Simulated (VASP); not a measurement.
# Sr (I4/mmm) in VASP: further runs

Sr is run at these levels: PBE, revPBE; tasks: single point.

Everything below comes from runs of VASP 6.6.1. Logs are shortened: lines on timing, memory, paths and dates and some standing lists are left out, and cuts for length are marked.

**1. The cell of the first run**

It takes space group I4/mmm (No. 139, tetragonal). Conventional cell: a = 4.260 Å, b = 4.260 Å, c = 6.085 Å, α = 90.00°, β = 90.00°, γ = 90.00°. Within 5.6 Å of Sr (site symmetry 4/mmm) lie 12 Sr at 4.26 to 4.28 Å.

**2. Single point, PBE (x and y stretched by -1 %, z held)**

File INCAR:

```
PREC = Accurate
ENCUT = 520
EDIFF = 1E-7
ISMEAR = -1
SIGMA = 0.08
LREAL = False
LASPH = True
NELM = 100
ALGO = Normal
ISIF = 2
LWAVE = False
LCHARG = True
GGA = PE
LELF = True
LVHAR = True
NBANDS = 11
```

File KPOINTS:

```
regular mesh
0
Gamma
  10 10 10
```

File POSCAR:

```
Sr
1.0
    0.0000000000      3.0119265000      3.0423500000
    3.0119265000      0.0000000000      3.0423500000
    3.0119265000      3.0119265000      0.0000000000
Sr
1
Direct
    0.0000000000      0.0000000000      0.0000000000
```

Potentials or basis: VASP PAW PBE potentials, release 64 (Sr_sv).

Started as:

```
$ cat potpaw_PBE.64/Sr_sv/POTCAR > POTCAR
$ mpirun -np 1 vasp_std > vasp.out
```

OUTCAR:

```text
PREC = Accurate
   ENCUT = 520
   EDIFF = 1E-7
   ISMEAR = -1
   LREAL = False
   LASPH = True
   NELM = 100
   ISIF = 2
   GGA = PE

 ion  position               nearest neighbor table
   1  0.000  0.000  0.000-

  LATTYP: Found a body centered tetragonal cell.
 ALAT       =     4.2595073052
 C/A-ratio  =     1.4284985479

  Lattice vectors:

 A1 = (  -3.0119265000,   0.0000000000,   3.0423500000)
 A2 = (   3.0119265000,   0.0000000000,   3.0423500000)
 A3 = (   0.0000000000,   3.0119265000,  -3.0423500000)

Analysis of symmetry for initial positions (statically):
=====================================================================
 Subroutine PRICEL returns:
 Original cell was already a primitive cell.

 Routine SETGRP: Setting up the symmetry group for a
 body centered tetragonal supercell.

 Subroutine GETGRP returns: Found 16 space group operations
 (whereof 16 operations were pure point group operations)
 out of a pool of 16 trial point group operations.

The static configuration has the point symmetry D_4h.

Analysis of symmetry for dynamics (positions and initial velocities):
=====================================================================
 Subroutine PRICEL returns:
 Original cell was already a primitive cell.

 Routine SETGRP: Setting up the symmetry group for a
 body centered tetragonal supercell.

 Subroutine GETGRP returns: Found 16 space group operations
 (whereof 16 operations were pure point group operations)
 out of a pool of 16 trial point group operations.

The dynamic configuration has the point symmetry D_4h.

 Subroutine INISYM returns: Found 16 space group operations
 (whereof 16 operations are pure point group operations),
 and found     1 'primitive' translations

----------------------------------------------------------------------------------------

                                     Primitive cell

  volume of cell :      55.1986

  direct lattice vectors                    reciprocal lattice vectors
     0.000000000  3.011926500  3.042350000    -0.166006707  0.166006707  0.164346640
     3.011926500  0.000000000  3.042350000     0.166006707 -0.166006707  0.164346640
     3.011926500  3.011926500  0.000000000     0.166006707  0.166006707 -0.164346640

  length of vectors
     4.281074020  4.281074020  4.259507305     0.286576816  0.286576816  0.286576816

  position of ions in fractional coordinates (direct lattice)
[... 81 lines left out ...]
   IBRION =     -1    ionic relax: 0-MD 1-quasi-New 2-CG
   NFREE  =      0    steps in history (QN), initial steepest desc. (CG)
   ISIF   =      2    stress and relaxation
   ISYM   =      2    0-nonsym 1-usesym 2-fastsym
   POTIM  = 0.5000    time-step for ionic-motion
   TEBEG  =    0.0;   TEEND  =   0.0 temperature during run
   PSTRESS=    0.0 pullay stress
   NELECT =      10.0000    total number of electrons
   NUPDOWN=      -1.0000    fix difference up-down
   EMIN   =  10.00;   EMAX   =-10.00  energy-range for DOS
   EFERMI =   0.00;   METHOD = LEGACY
   ISMEAR =    -1;   SIGMA  =   0.08  broadening in eV -4-tet -1-fermi 0-gaus
   EFERMI_NEDOS =   21; number of points for ismear=-14 and -15
   IALGO  =     38    algorithm
   IMIX   =      4    mixing-type and parameters
     AMIX     =   0.40;   BMIX     =  1.00
     AMIX_MAG =   1.60;   BMIX_MAG =  1.00
  volume/ion in A,a.u.               =      55.20       372.50
  Fermi-wavevector in a.u.,A,eV,Ry     =   0.926330  1.750509 11.674975  0.858086
  Thomas-Fermi vector in A             =   2.052280
   LORBIT       =      0    0 simple, 1 ext, 2 COOP (PROOUT), +10 PAW based schemes
   GGA     = PE    functional components
   LHFCALC =     F    Hartree Fock is set to
   AEXX    =    0.0000 exact exchange contribution
   IVDW    =     0    specifies the selected vdW correction
   LEPSILON=     F    determine dielectric tensor
   LRPA    =     F    only Hartree local field effects (RPA)
 non-spin polarized calculation
  energy-cutoff  :      520.00
  volume of cell :       55.20
 maximum number of plane-waves:      1508
   NGX = 15   NGY = 15   NGZ = 15

 number of electron      10.0000000 magnetization

 Free energy of the ion-electron system (eV)
  ---------------------------------------------------
  ext. energy  EPLUGINS =         0.00000000
  ---------------------------------------------------
  free energy    TOTEN  =        -1.65202337 eV

  energy without entropy =       -1.62397954  energy(sigma->0) =       -1.63800145

 E-fermi :   1.5683     XC(G=0):  -7.3391

 val. band max:        1.5660784456   @ k =  -0.4000   0.0000   0.3000
 cond. band min:       1.5801875023   @ k =  -0.3000   0.4000   0.1000
 fundamental gap:      0.0141090568
 Fermi energy:         1.5683311140

 k-point     1 :       0.0000    0.0000    0.0000
  band No.  band energies     occupation
      1     -35.0559      2.00000
      2     -16.9449      2.00000
      3     -16.9441      2.00000
      4     -16.9441      2.00000
      5      -2.0687      2.00000
      6       3.8756      0.00000
      7       3.9280      0.00000
      8       3.9280      0.00000
      9       5.3277      0.00000
     10       5.4124      0.00000
     11       8.6640      0.00000
[... 309 lines left out ...]
 k-point    24 :       0.4000    0.3000    0.0000
  band No.  band energies     occupation
      1     -35.0417      2.00000
      2     -17.0910      2.00000
      3     -17.0031      2.00000
      4     -16.9965      2.00000
      5       0.1765      2.00000
      6       2.2119      0.00064
      7       2.8751      0.00000
      8       5.0683      0.00000
      9       5.4070      0.00000
     10       6.3223      0.00000
     11       7.9471      0.00000

 [... further k-points ...]

------------------------ aborting loop because EDIFF is reached ----------------------------------------

  FORCE on cell =-STRESS in cart. coord.  units (eV):
  Direction    XX          YY          ZZ          XY          YZ          ZX
  --------------------------------------------------------------------------------------
  -------------------------------------------------------------------------------------
  Total       -0.0081584     -0.0081584     -0.0260228      0.0000000      0.0000000     -0.0000000
  in kB       -0.2368045     -0.2368045     -0.7553311      0.0000000      0.0000000     -0.0000000
  external PRESSURE =      -0.4096467 kB  Pullay stress =       0.0000000 kB

 VOLUME and BASIS-vectors are now :
 -----------------------------------------------------------------------------
  energy-cutoff  :      520.00
  volume of cell :       55.20
      direct lattice vectors                 reciprocal lattice vectors
     0.000000000  3.011926500  3.042350000    -0.166006707  0.166006707  0.164346640
     3.011926500  0.000000000  3.042350000     0.166006707 -0.166006707  0.164346640
     3.011926500  3.011926500  0.000000000     0.166006707  0.166006707 -0.164346640

 POSITION                                       TOTAL-FORCE (eV/Angst)
 -----------------------------------------------------------------------------------
      0.00000      0.00000      0.00000         0.000000      0.000000      0.000000
 -----------------------------------------------------------------------------------
    total drift:                                0.000000      0.000000      0.000000

  FREE ENERGIE OF THE ION-ELECTRON SYSTEM (eV)
  ---------------------------------------------------
  free  energy   TOTEN  =        -1.6520233669 eV

  energy  without entropy=       -1.6239795400  energy(sigma->0) =       -1.63800145
```

Wall time 44 s (1 thread of Intel Xeon Platinum 8488C (Sapphire Rapids), shared host); peak memory 0.21 GiB.

What came out:

```
Free energy            : -1.6520 eV
Pressure               : 0.0 GPa
Band gap on the k mesh : zero (bands 5 and 6 overlap by 0.05 eV)
```

Caveat: the cell differs from its parent crystal (x and y stretched by -1 %, z held).

**3. Single point, revPBE**

File INCAR:

```
SYSTEM = Sr
PREC = Accurate
ENCUT = 520
EDIFF = 1E-6
ISMEAR = -1
SIGMA = 0.08
LREAL = .FALSE.
LASPH = .TRUE.
NELM = 100
ALGO = Normal
ISIF = 2
LWAVE = .FALSE.
LCHARG = .TRUE.
GGA = RE
LELF = .TRUE.
LVHAR = .TRUE.
NBANDS = 11
```

File KPOINTS:

```
regular mesh
0
G
  10 10 10
  0 0 0
```

POSCAR is that of step 2.

Potentials or basis: VASP PAW PBE potentials, release 64 (Sr_sv).

Started as:

```
$ cat potpaw_PBE.64/Sr_sv/POTCAR > POTCAR
$ mpirun -np 1 vasp_std > vasp.out
```

It took 35 s on 1 thread of Intel Xeon Platinum 8488C (Sapphire Rapids), shared host; peak memory 0.2 GiB.

It converged, with:

- Free energy: -1.4915 eV
- Pressure: 0.5 GPa
- Band gap on the k mesh: zero (bands 5 and 6 overlap by 0.03 eV)

Levels at points of the mesh, in eV from the Fermi level:
| k point | band 1 | band 2 | band 3 | band 4 | band 5 | band 6 | band 7 | band 8 | band 9 | band 10 |
| --- | --- | --- | --- | --- | --- | --- | --- | --- | --- | --- |
| (0.00, 0.00, 0.00) | -36.66 | -18.55 | -18.55 | -18.55 | -3.62 | 2.35 | 2.40 | 2.40 | 3.80 | 3.88 |
| (0.50, 0.00, 0.00) | -36.65 | -18.74 | -18.58 | -18.57 | -1.08 | 0.04 | 2.18 | 2.25 | 4.85 | 4.89 |
| (0.50, 0.50, 0.00) | -36.64 | -18.73 | -18.62 | -18.62 | -0.64 | 0.39 | 0.98 | 4.88 | 5.17 | 5.17 |
| (0.50, 0.00, 0.50) | -36.64 | -18.73 | -18.62 | -18.62 | -0.61 | 0.37 | 1.07 | 4.87 | 5.14 | 5.20 |

Caveat: the PAW data sets were made with another functional, which shifts forces and pressure a little.

**4. Single point, PBE (x and y stretched by +2 %, z held)**

File INCAR:

```
ALGO = Normal ; EDIFF = 1E-6
ENCUT = 520 ; GGA = PE
ISIF = 2 ; ISMEAR = -1
LASPH = True ; LCHARG = False
LREAL = False ; LWAVE = False
NBANDS = 11 ; NELM = 80
PREC = Accurate ; SIGMA = 0.08
```

File KPOINTS:

```
k-points
0
Gamma
  10 10 10
```

File POSCAR:

```
Sr
1.0
    0.0000000000      3.1031970000      3.0423500000
    3.1031970000      0.0000000000      3.0423500000
    3.1031970000      3.1031970000      0.0000000000
Sr
1
Direct
    0.0000000000      0.0000000000      0.0000000000
```

Started as:

```
$ cat potpaw_PBE.64/Sr_sv/POTCAR > POTCAR
$ mpirun -np 1 vasp_std > vasp.out
```

Wall time 43 s (1 thread of Intel Xeon Platinum 8488C (Sapphire Rapids), shared host); peak memory 0.22 GiB.

The run converged. Its results:

| Quantity | Value |
| --- | --- |
| Free energy | -1.6442 eV |
| Pressure | -0.7 GPa |
| Band gap on the k mesh | zero (bands 5 and 6 overlap by 0.08 eV) |

Stress tensor (GPa, compression positive):
```
-0.70  0.00  0.00
 0.00 -0.70  0.00
 0.00  0.00 -0.61
```

Levels at points of the mesh, in eV from the Fermi level:
```csv
k point,band 3,band 4,band 5,band 6,band 7,band 8
"(0.00, 0.00, 0.00)",-18.63,-18.63,-3.54,2.25,2.25,2.35
"(0.50, 0.00, 0.00)",-18.66,-18.65,-1.08,0.01,2.08,2.20
"(0.50, 0.50, 0.00)",-18.69,-18.69,-0.53,0.38,1.04,4.62
"(0.50, 0.00, 0.50)",-18.69,-18.68,-0.58,0.42,0.88,4.62
```

Caveat: the cell differs from its parent crystal (x and y stretched by +2 %, z held).

**5. The runs side by side**

| level | cell | gap on the mesh (eV) | pressure (GPa) |
| --- | --- | --- | --- |
| PBE | a = 4.281, b = 4.281, c = 4.260 Å, angles 60.2, 60.2, 59.7°, 1 atom | none | 0.0 |
| revPBE | a = 4.281, b = 4.281, c = 4.260 Å, angles 60.2, 60.2, 59.7°, 1 atom | none | 0.5 |
| PBE | a = 4.346, b = 4.346, c = 4.389 Å, angles 59.7, 59.7, 60.7°, 1 atom | none | -0.7 |

Alike in all rows: task single point; potentials or basis VASP PAW PBE potentials, release 64 (Sr_sv); no spin polarisation; k mesh 10 × 10 × 10; cutoff (eV) 520; smearing fermi-dirac 0.08 eV.

Caveats: the PAW data sets were made with another functional, which shifts forces and pressure a little (at least some runs).

Total energies depend on the potentials used, so only differences within one code and one set of settings carry meaning.
